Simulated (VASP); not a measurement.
# Sn (Immm) in VASP: equation of state with RPBE

Aim: the equation of state of Sn with RPBE.

All numbers are computed with VASP 6.6.1; they aren't measurements. Logs are shortened: lines on timing, memory, paths and dates and some standing lists are left out, and cuts for length are marked.

**1. The cell of the first run**

The structure is orthorhombic, space group Immm (No. 71). The conventional cell has a = 3.453 Å, b = 3.551 Å, c = 4.677 Å, α = 90.00°, β = 90.00°, γ = 90.00°. Within 4.7 Å of Sn (site symmetry mmm) lie 14 Sn at 3.41 to 4.68 Å.

**2. Equation of state, RPBE**

File POSCAR.step1:

```
Sn
1.0
   -1.6731062581      1.7205975638      2.2659752451
    1.6731062581     -1.7205975638      2.2659752451
    1.6731062581      1.7205975638     -2.2659752451
Sn
1
Direct
    0.0000000000      0.0000000000      0.0000000000
```

File POSCAR.step2:

```
Sn
1.0
   -1.6912936206      1.7393011766      2.2906073406
    1.6912936206     -1.7393011766      2.2906073406
    1.6912936206      1.7393011766     -2.2906073406
Sn
1
Direct
    0.0000000000      0.0000000000      0.0000000000
```

File POSCAR.step3:

```
Sn
1.0
   -1.7090980197      1.7576109555      2.3147207689
    1.7090980197     -1.7576109555      2.3147207689
    1.7090980197      1.7576109555     -2.3147207689
Sn
1
Direct
    0.0000000000      0.0000000000      0.0000000000
```

File POSCAR.step4:

```
Sn
1.0
   -1.7265390000      1.7755470000      2.3383420000
    1.7265390000     -1.7755470000      2.3383420000
    1.7265390000      1.7755470000     -2.3383420000
Sn
1
Direct
    0.0000000000      0.0000000000      0.0000000000
```

File POSCAR.step5:

```
Sn
1.0
   -1.7436345574      1.7931278166      2.3614954068
    1.7436345574     -1.7931278166      2.3614954068
    1.7436345574      1.7931278166     -2.3614954068
Sn
1
Direct
    0.0000000000      0.0000000000      0.0000000000
```

File POSCAR.step6:

```
Sn
1.0
   -1.7604013028      1.8103704880      2.3842034864
    1.7604013028     -1.8103704880      2.3842034864
    1.7604013028      1.8103704880     -2.3842034864
Sn
1
Direct
    0.0000000000      0.0000000000      0.0000000000
```

File POSCAR.step7:

```
Sn
1.0
   -1.7768546051      1.8272908191      2.4064870536
    1.7768546051     -1.8272908191      2.4064870536
    1.7768546051      1.8272908191     -2.4064870536
Sn
1
Direct
    0.0000000000      0.0000000000      0.0000000000
```

File INCAR:

```
SYSTEM = Sn
GGA = RP
ISMEAR = 2
SIGMA = 0.05
LWAVE = .FALSE.
LCHARG = .FALSE.
ISIF = 2
NSW = 0
PREC = Accurate
LASPH = .TRUE.
LREAL = .FALSE.
ALGO = Normal
EDIFF = 1E-7
NELM = 120
GGA_COMPAT = .FALSE.
ENCUT = 620
KPAR = 8
```

File KPOINTS:

```
Automatic mesh
0
Gamma
  17 17 17
  0 0 0
```

Potentials or basis: VASP PAW PBE potentials, release 64 (Sn_d).

Run with:

```sh
$ cat potpaw_PBE.64/Sn_d/POTCAR > POTCAR
$ cp POSCAR.step1 POSCAR
$ mpirun -np 8 vasp_std > vasp.out
$ cp POSCAR.step2 POSCAR
$ mpirun -np 8 vasp_std > vasp.out
$ cp POSCAR.step3 POSCAR
$ mpirun -np 8 vasp_std > vasp.out
$ cp POSCAR.step4 POSCAR
$ mpirun -np 8 vasp_std > vasp.out
$ cp POSCAR.step5 POSCAR
$ mpirun -np 8 vasp_std > vasp.out
$ cp POSCAR.step6 POSCAR
$ mpirun -np 8 vasp_std > vasp.out
$ cp POSCAR.step7 POSCAR
$ mpirun -np 8 vasp_std > vasp.out
```

OUTCAR:

```text
SYSTEM = Sn
   GGA = RP
   ISMEAR = 2
   ISIF = 2
   NSW = 0
   PREC = Accurate
   LASPH = .TRUE.
   LREAL = .FALSE.
   EDIFF = 1E-7
   NELM = 120
   ENCUT = 620

 ion  position               nearest neighbor table
   1  0.000  0.000  0.000-

  LATTYP: Found a body centered orthorhombic cell.
 ALAT       =     3.5537092102
 B/A-ratio  =     1.0283851103
 C/A-ratio  =     1.3543522620

  Lattice vectors:

 A1 = (  -1.7768546051,   1.8272908191,   2.4064870536)
 A2 = (   1.7768546051,  -1.8272908191,   2.4064870536)
 A3 = (   1.7768546051,   1.8272908191,  -2.4064870536)

Analysis of symmetry for initial positions (statically):
=====================================================================
 Subroutine PRICEL returns:
 Original cell was already a primitive cell.

 Routine SETGRP: Setting up the symmetry group for a
 body centered orthorhombic supercell.

 Subroutine GETGRP returns: Found  8 space group operations
 (whereof  8 operations were pure point group operations)
 out of a pool of  8 trial point group operations.

The static configuration has the point symmetry D_2h.

Analysis of symmetry for dynamics (positions and initial velocities):
=====================================================================
 Subroutine PRICEL returns:
 Original cell was already a primitive cell.

 Routine SETGRP: Setting up the symmetry group for a
 body centered orthorhombic supercell.

 Subroutine GETGRP returns: Found  8 space group operations
 (whereof  8 operations were pure point group operations)
 out of a pool of  8 trial point group operations.

The dynamic configuration has the point symmetry D_2h.

 Subroutine INISYM returns: Found  8 space group operations
 (whereof  8 operations are pure point group operations),
 and found     1 'primitive' translations

----------------------------------------------------------------------------------------

                                     Primitive cell

  volume of cell :      31.2538

  direct lattice vectors                    reciprocal lattice vectors
    -1.776854605  1.827290819  2.406487054     0.000000000  0.273629132  0.207771739
     1.776854605 -1.827290819  2.406487054     0.281396125  0.000000000  0.207771739
     1.776854605  1.827290819 -2.406487054     0.281396125  0.273629132  0.000000000

[... 87 lines left out ...]
   ISIF   =      2    stress and relaxation
   ISYM   =      2    0-nonsym 1-usesym 2-fastsym
   POTIM  = 0.5000    time-step for ionic-motion
   TEBEG  =    0.0;   TEEND  =   0.0 temperature during run

   SCALEE = 1.0000    scale energy and forces
   PSTRESS=    0.0 pullay stress
   NELECT =      14.0000    total number of electrons
   NUPDOWN=      -1.0000    fix difference up-down
   EMIN   =  10.00;   EMAX   =-10.00  energy-range for DOS
   EFERMI =   0.00;   METHOD = LEGACY
   ISMEAR =     2;   SIGMA  =   0.05  broadening in eV -4-tet -1-fermi 0-gaus
   EFERMI_NEDOS =   21; number of points for ismear=-14 and -15
   IALGO  =     38    algorithm
   IMIX   =      4    mixing-type and parameters
     AMIX     =   0.40;   BMIX     =  1.00
     AMIX_MAG =   1.60;   BMIX_MAG =  1.00
  volume/ion in A,a.u.               =      31.25       210.91
  Fermi-wavevector in a.u.,A,eV,Ry     =   1.252612  2.367093 21.348033  1.569036
  Thomas-Fermi vector in A             =   2.386504
   LORBIT       =      0    0 simple, 1 ext, 2 COOP (PROOUT), +10 PAW based schemes
   GGA     = RP    functional components
   LHFCALC =     F    Hartree Fock is set to
   AEXX    =    0.0000 exact exchange contribution
   IVDW    =     0    specifies the selected vdW correction
   LEPSILON=     F    determine dielectric tensor
   LRPA    =     F    only Hartree local field effects (RPA)

   CSHIFT  =0.1000    complex shift for real part using Kramers Kronig

   OMEGAMAX=  -1.0    maximum frequency
 non-spin polarized calculation
 Methfessel and Paxton  Order N= 2 SIGMA  =   0.05
  energy-cutoff  :      620.00
  volume of cell :       31.25
 maximum number of plane-waves:      1116
   NGX = 15   NGY = 15   NGZ = 15

 number of electron      14.0000001 magnetization

 Free energy of the ion-electron system (eV)
  ---------------------------------------------------
  ext. energy  EPLUGINS =         0.00000000
  ---------------------------------------------------
  free energy    TOTEN  =        -3.39808952 eV

  energy without entropy =       -3.39800637  energy(sigma->0) =       -3.39806873

 E-fermi :   6.6659     XC(G=0):  -9.6424

 val. band max:        6.6642834340   @ k =   0.1765   0.2353   0.0000
 cond. band min:       6.6661099034   @ k =   0.2941  -0.2941   0.2353
 fundamental gap:      0.0018264693
 Fermi energy:         6.6659445196

 k-point     1 :       0.0000    0.0000    0.0000
  band No.  band energies     occupation
      1     -14.9411      2.00000
      2     -14.9292      2.00000
      3     -14.9159      2.00000
      4     -14.8960      2.00000
      5     -14.8683      2.00000
      6      -3.5056      2.00000
      7      13.1081      0.00000
      8      13.2476      0.00000
      9      13.5934      0.00000
     10      17.1066      0.00000
     11      17.2879      0.00000
[... 309 lines left out ...]
 k-point    24 :      -0.1765    0.0588   -0.0000
  band No.  band energies     occupation
      1     -14.9372      2.00000
      2     -14.9185      2.00000
      3     -14.9091      2.00000
      4     -14.8917      2.00000
      5     -14.8666      2.00000
      6      -3.0212      2.00000
      7       9.9782      0.00000
      8      12.3192      0.00000
      9      12.8401      0.00000
     10      16.0245      0.00000
     11      17.6638      0.00000

 [... further k-points ...]

------------------------ aborting loop because EDIFF is reached ----------------------------------------

  FORCE on cell =-STRESS in cart. coord.  units (eV):
  Direction    XX          YY          ZZ          XY          YZ          ZX
  --------------------------------------------------------------------------------------
  -------------------------------------------------------------------------------------
  Total       -0.5641959     -0.6364936     -0.5223346     -0.0000000      0.0000000      0.0000000
  in kB      -28.9226068    -32.6288308    -26.7766548     -0.0000000      0.0000000      0.0000000
  external PRESSURE =     -29.4426975 kB  Pullay stress =       0.0000000 kB

 VOLUME and BASIS-vectors are now :
 -----------------------------------------------------------------------------
  energy-cutoff  :      620.00
  volume of cell :       31.25
      direct lattice vectors                 reciprocal lattice vectors
    -1.776854605  1.827290819  2.406487054     0.000000000  0.273629132  0.207771739
     1.776854605 -1.827290819  2.406487054     0.281396125  0.000000000  0.207771739
     1.776854605  1.827290819 -2.406487054     0.281396125  0.273629132  0.000000000

 POSITION                                       TOTAL-FORCE (eV/Angst)
 -----------------------------------------------------------------------------------
      0.00000      0.00000      0.00000         0.000000     -0.000000      0.000000
 -----------------------------------------------------------------------------------
    total drift:                               -0.000000     -0.000000     -0.000000

  FREE ENERGIE OF THE ION-ELECTRON SYSTEM (eV)
  ---------------------------------------------------
  free  energy   TOTEN  =        -3.3980895208 eV

  energy  without entropy=       -3.3980063665  energy(sigma->0) =       -3.39806873
```

OUTCAR.step1:

```text
SYSTEM = Sn
   GGA = RP
   ISMEAR = 2
   ISIF = 2
   NSW = 0
   PREC = Accurate
   LASPH = .TRUE.
[... 560 lines left out ...]

 POSITION                                       TOTAL-FORCE (eV/Angst)
 -----------------------------------------------------------------------------------
      0.00000      0.00000      0.00000        -0.000000      0.000000      0.000000
 -----------------------------------------------------------------------------------
    total drift:                               -0.000000     -0.000000     -0.000000

  FREE ENERGIE OF THE ION-ELECTRON SYSTEM (eV)
  ---------------------------------------------------
  free  energy   TOTEN  =        -3.3817984762 eV

  energy  without entropy=       -3.3818436336  energy(sigma->0) =       -3.38180977
```

OUTCAR.step2:

```text
SYSTEM = Sn
   GGA = RP
   ISMEAR = 2
   ISIF = 2
   NSW = 0
   PREC = Accurate
   LASPH = .TRUE.
[... 560 lines left out ...]

 POSITION                                       TOTAL-FORCE (eV/Angst)
 -----------------------------------------------------------------------------------
      0.00000      0.00000      0.00000        -0.000000     -0.000000      0.000000
 -----------------------------------------------------------------------------------
    total drift:                               -0.000000     -0.000000     -0.000000

  FREE ENERGIE OF THE ION-ELECTRON SYSTEM (eV)
  ---------------------------------------------------
  free  energy   TOTEN  =        -3.4053619128 eV

  energy  without entropy=       -3.4053704734  energy(sigma->0) =       -3.40536405
```

Run time: 2 min. Hardware: 8 MPI ranks of Intel Xeon 6975P-C (Granite Rapids), shared host; peak memory 0.42 GiB.

What came out:

```
Equilibrium volume                        : 28.77 Å³/atom
Bulk modulus at fixed shape and positions : 44 GPa
Pressure derivative of the bulk modulus   : 4.8 (rough: it moves with the points fitted)
```

Energy against volume, from the lowest point:
```
volume (Å³/atom)  energy (meV/atom)
          26.093              41.61
          26.953              18.04
          27.813               4.70
          28.673               0.00
          29.533               2.65
          30.394              11.53
          31.254              25.32
```

Caveat: the cell was scaled at fixed shape and fractional positions, which overstates the stiffness of a crystal with free parameters, most of all of layers and chains; the PAW data sets were made with another functional, which shifts forces and pressure a little; spin-orbit coupling is left out, which moves the levels of the heavy elements.
